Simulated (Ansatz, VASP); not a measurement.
## One calculation of Hg, two programs

```
CELL_PARAMETERS angstrom
2.99640 0.00000 0.00000
-1.49820 2.59496 0.00000
0.00000 0.00000 5.60140
ATOMIC_POSITIONS crystal
Hg 0.66667 0.33333 0.75000
Hg 0.33333 0.66667 0.25000
```

Alike in both runs: task single point; functional PBEsol; dispersion D3(BJ); k mesh 18 × 18 × 10; occupations gaussian, width 0.15 eV; no spin polarisation.

```csv
,VASP,Ansatz
version,VASP 6.6.1,Ansatz 0.2.0
potentials or method,"VASP PAW PBE potentials, release 64 (Hg_sv_GW), cutoff 550 eV","scalar-relativistic, plane waves, PAW"
valence electrons in the cell,40,40
```

```tsv
	VASP	Ansatz	Ansatz less VASP
gap on the k mesh at the Fermi level (eV)	none	none	-
pressure (GPa)	-0.1	0.2	+0.23
traceless stress, the component that is largest in VASP (GPa)	-1.53	-1.44	+0.092
```

VASP's potentials were made for PBE, not for PBEsol. A gap of «none» marks a metal or a gap that the smearing closes.

Spin-orbit coupling is off throughout.
